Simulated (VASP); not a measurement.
# Y (P6/mmm) in VASP: a series of runs

Y is run at these levels: PBE; tasks: relaxation of shape and atoms at fixed volume, relaxation of cell and atoms, single point.

All numbers are computed with VASP 6.6.1; they aren't measurements. Logs are shortened: lines on timing, memory, paths and dates and some standing lists are left out, and cuts for length are marked.

## (1) The cell of the first run

Symmetry: P6/mmm, No. 191, hexagonal system. The conventional cell has a = 5.243 Å, b = 5.243 Å, c = 3.276 Å, α = 90.00°, β = 90.00°, γ = 120.00°. Within 4.3 Å of Y (site symmetry 6/mmm) lie 14 Y at 3.28 to 3.44 Å. Within 4.0 Å of Y (site symmetry -6m2) lie 11 Y at 3.03 to 3.44 Å.

This isn't the form of Y at room conditions, which is hcp.

## (2) Relaxation of shape and atoms at fixed volume, PBE

The input, INCAR:

```
SYSTEM = Y
PREC = Accurate
ENCUT = 600
EDIFF = 1E-7
ISMEAR = -1
SIGMA = 0.08
LREAL = .FALSE.
LASPH = .TRUE.
NELM = 60
ALGO = Normal
ISIF = 4
LWAVE = .FALSE.
LCHARG = .FALSE.
GGA = PE
IBRION = 2
NSW = 50
EDIFFG = -0.005
```

The input, KPOINTS:

```
regular mesh
0
G
  6 6 9
  0 0 0
```

The input, POSCAR:

```
Y
1.0
    5.2430247422      0.0000000000      0.0000000000
   -2.6215123711      4.5405926194      0.0000000000
    0.0000000000      0.0000000000      3.2755737566
Y
3
Direct
    0.0000000000      0.0000000000      0.0000000000
    0.3333333333      0.6666666667      0.5000000000
    0.6666666667      0.3333333333      0.5000000000
```

Potentials or basis: VASP PAW PBE potentials, release 64 (Y_sv).

Run with:

```console
> cat potpaw_PBE.64/Y_sv/POTCAR > POTCAR
> mpirun -np 1 vasp_std > vasp.out
```

OUTCAR:

```text
SYSTEM = Y
   PREC = Accurate
   ENCUT = 600
   EDIFF = 1E-7
   ISMEAR = -1
   LREAL = .FALSE.
   LASPH = .TRUE.
   NELM = 60
   ISIF = 4
   GGA = PE
   IBRION = 2
   NSW = 50
   EDIFFG = -0.005

 ion  position               nearest neighbor table
   1  0.000  0.000  0.000-   2 3.44   3 3.44   2 3.44   3 3.44   2 3.44   2 3.44   3 3.44   3 3.44
                             3 3.44   3 3.44   2 3.44   2 3.44
   2  0.333  0.667  0.500-   3 3.03   3 3.03   3 3.03   1 3.44   1 3.44   1 3.44   1 3.44   1 3.44
                             1 3.44
   3  0.667  0.333  0.500-   2 3.03   2 3.03   2 3.03   1 3.44   1 3.44   1 3.44   1 3.44   1 3.44
                             1 3.44

  LATTYP: Found a hexagonal cell.
 ALAT       =     5.2430247422
 C/A-ratio  =     0.6247488650

  Lattice vectors:

 A1 = (   5.2430247422,   0.0000000000,   0.0000000000)
 A2 = (  -2.6215123711,   4.5405926194,   0.0000000000)
 A3 = (   0.0000000000,   0.0000000000,   3.2755737566)

Analysis of symmetry for initial positions (statically):
=====================================================================
 Subroutine PRICEL returns:
 Original cell was already a primitive cell.

 Routine SETGRP: Setting up the symmetry group for a
 hexagonal supercell.

 Subroutine GETGRP returns: Found 24 space group operations
 (whereof 24 operations were pure point group operations)
 out of a pool of 24 trial point group operations.

The static configuration has the point symmetry D_6h.

Analysis of symmetry for dynamics (positions and initial velocities):
=====================================================================
 Subroutine PRICEL returns:
 Original cell was already a primitive cell.

 Routine SETGRP: Setting up the symmetry group for a
 hexagonal supercell.

 Subroutine GETGRP returns: Found 24 space group operations
 (whereof 24 operations were pure point group operations)
 out of a pool of 24 trial point group operations.

The dynamic configuration has the point symmetry D_6h.

 Subroutine INISYM returns: Found 24 space group operations
 (whereof 24 operations are pure point group operations),
 and found     1 'primitive' translations

----------------------------------------------------------------------------------------

                                     Primitive cell

  volume of cell :      77.9797

  direct lattice vectors                    reciprocal lattice vectors
     5.243024742  0.000000000  0.000000000     0.190729598  0.110117785  0.000000000
[... 97 lines left out ...]
   TEBEG  =    0.0;   TEEND  =   0.0 temperature during run
   PSTRESS=    0.0 pullay stress
   NELECT =      33.0000    total number of electrons
   NUPDOWN=      -1.0000    fix difference up-down
   EMIN   =  10.00;   EMAX   =-10.00  energy-range for DOS
   EFERMI =   0.00;   METHOD = LEGACY
   ISMEAR =    -1;   SIGMA  =   0.08  broadening in eV -4-tet -1-fermi 0-gaus
   EFERMI_NEDOS =   21; number of points for ismear=-14 and -15
   IALGO  =     38    algorithm
   IMIX   =      4    mixing-type and parameters
     AMIX     =   0.40;   BMIX     =  1.00
     AMIX_MAG =   1.60;   BMIX_MAG =  1.00
  volume/ion in A,a.u.               =      25.99       175.41
  Fermi-wavevector in a.u.,A,eV,Ry     =   1.229095  2.322653 20.553982  1.510675
  Thomas-Fermi vector in A             =   2.363996
   LORBIT       =      0    0 simple, 1 ext, 2 COOP (PROOUT), +10 PAW based schemes
   GGA     = PE    functional components
   LHFCALC =     F    Hartree Fock is set to
   AEXX    =    0.0000 exact exchange contribution
   IVDW    =     0    specifies the selected vdW correction
   LEPSILON=     F    determine dielectric tensor
   LRPA    =     F    only Hartree local field effects (RPA)
 conjugate gradient relaxation of ions
 non-spin polarized calculation
  energy-cutoff  :      600.00
  volume of cell :       77.98
 maximum number of plane-waves:      2629
 NGX is ok and might be reduce to    42
   NGX = 21   NGY = 21   NGZ = 13

--------------------------------------- Ionic step        1  -------------------------------------------

 number of electron      32.9999999 magnetization

 Free energy of the ion-electron system (eV)
  ---------------------------------------------------
  ext. energy  EPLUGINS =         0.00000000
  ---------------------------------------------------
  free energy    TOTEN  =       -18.54563093 eV

  energy without entropy =      -18.45657714  energy(sigma->0) =      -18.50110403

------------------------ aborting loop because EDIFF is reached ----------------------------------------

  FORCE on cell =-STRESS in cart. coord.  units (eV):
  Direction    XX          YY          ZZ          XY          YZ          ZX
  --------------------------------------------------------------------------------------
  -------------------------------------------------------------------------------------
  Total        6.1441945      6.1441945      5.4003804      0.0000000      0.0000000      0.0000000
  in kB      126.2390477    126.2390477    110.9565910      0.0000000      0.0000000      0.0000000
  external PRESSURE =     121.1448955 kB  Pullay stress =       0.0000000 kB
[... 61 lines left out ...]
--------------------------------------- Ionic step        3  -------------------------------------------

 number of electron      33.0000002 magnetization

 Free energy of the ion-electron system (eV)
  ---------------------------------------------------
  ext. energy  EPLUGINS =         0.00000000
  ---------------------------------------------------
  free energy    TOTEN  =       -18.55080033 eV

  energy without entropy =      -18.46500801  energy(sigma->0) =      -18.50790417

 E-fermi :   4.1865     XC(G=0): -10.3700

 val. band max:        4.1638954044   @ k =   0.0000   0.0000   0.3333
 cond. band min:       4.2027289587   @ k =   0.0000   0.0000   0.1111
 fundamental gap:      0.0388335543
 Fermi energy:         4.1865224127

 k-point     1 :       0.0000    0.0000    0.0000
  band No.  band energies     occupation
      1     -38.0537      2.00000
      2     -37.8135      2.00000
      3     -37.7699      2.00000
      4     -18.4496      2.00000
      5     -18.4496      2.00000
      6     -18.0871      2.00000
[... 541 lines left out ...]
     19       5.6171      0.00000
     20       5.7550      0.00000

 [... further k-points ...]

------------------------ aborting loop because EDIFF is reached ----------------------------------------

  FORCE on cell =-STRESS in cart. coord.  units (eV):
  Direction    XX          YY          ZZ          XY          YZ          ZX
  --------------------------------------------------------------------------------------
  -------------------------------------------------------------------------------------
  Total        5.8552560      5.8552560      5.8388438     -0.0000000     -0.0000000     -0.0000000
  in kB      120.3024960    120.3024960    119.9652902     -0.0000000     -0.0000000     -0.0000000
  external PRESSURE =     120.1900941 kB  Pullay stress =       0.0000000 kB
[... 18 lines left out ...]
  FREE ENERGIE OF THE ION-ELECTRON SYSTEM (eV)
  ---------------------------------------------------
  free  energy   TOTEN  =       -18.5508003281 eV

  energy  without entropy=      -18.4650080099  energy(sigma->0) =      -18.50790417

 reached required accuracy - stopping structural energy minimisation
```

OSZICAR:

```text
N       E                     dE             d eps       ncg     rms          rms(c)
DAV:   1     0.171624881686E+03    0.17162E+03   -0.18343E+04  1400   0.178E+03
[... 27 lines left out ...]
DAV:   1    -0.185594587623E+02   -0.95801E-02   -0.46483E-01  1400   0.500E+00    0.656E-01
DAV:   2    -0.185527858366E+02    0.66729E-02   -0.13949E-02  1736   0.771E-01    0.351E-01
DAV:   3    -0.185508758520E+02    0.19100E-02   -0.41139E-03  1864   0.449E-01    0.275E-01
DAV:   4    -0.185508202779E+02    0.55574E-04   -0.37420E-04  1752   0.161E-01    0.977E-02
DAV:   5    -0.185508033432E+02    0.16935E-04   -0.67038E-05  1868   0.586E-02    0.327E-02
DAV:   6    -0.185508002295E+02    0.31137E-05   -0.28983E-05  1892   0.386E-02    0.931E-03
DAV:   7    -0.185508003554E+02   -0.12591E-06   -0.35345E-06  1912   0.118E-02    0.276E-03
DAV:   8    -0.185508003281E+02    0.27295E-07   -0.15618E-07  1200   0.301E-03
   3 F= -.18550800E+02 E0= -.18507904E+02  d E =-.516940E-02
```

CONTCAR:

```text
Y
   1.00000000000000
     5.2784349916469919    0.0000000000000000    0.0000000000000000
    -2.6392174958234960    4.5712587949701611   -0.0000000000000000
     0.0000000000000000    0.0000000000000000    3.2317729596933606
  Y
     3
Direct
     0.0000000000000000    0.0000000000000000    0.0000000000000000
     0.3333333332999970    0.6666666667000030    0.5000000000000000
     0.6666666667000030    0.3333333332999970    0.5000000000000000

  0.00000000E+00  0.00000000E+00  0.00000000E+00
  0.00000000E+00  0.00000000E+00  0.00000000E+00
  0.00000000E+00  0.00000000E+00  0.00000000E+00
```

It took 1.8 min on 1 thread of AMD EPYC 9R45 (Zen 5), shared host; peak memory 0.22 GiB.

Results:

```
Free energy               : -18.5508 eV
Energy gained by relaxing : 1.7 meV/atom
Ionic steps               : 3
Pressure after relaxing   : 12.0 GPa
Band gap on the k mesh    : zero (an odd number of electrons rules out a gap without spin polarisation)
```

The path:
```
step  energy change (eV)  largest force (eV/Å)  pressure (GPa)  volume (Å³)
   1              0.0000                0.0000           12.11        77.98
   2             -0.0042                0.0000           12.06        77.98
   3             -0.0052                0.0000           12.02        77.98
```

Final structure:
```xyz
3
Lattice="5.2784 0.0000 0.0000 -2.6392 4.5713 0.0000 0.0000 0.0000 3.2318" Properties=species:S:1:pos:R:3 pbc="T T T"
Y     0.0000    0.0000    0.0000
Y     0.0000    3.0475    1.6159
Y     2.6392    1.5238    1.6159
```

(Continued in part 2 of 2.)

The gap in the log of VASP goes by the Fermi energy; the results here count the filled bands.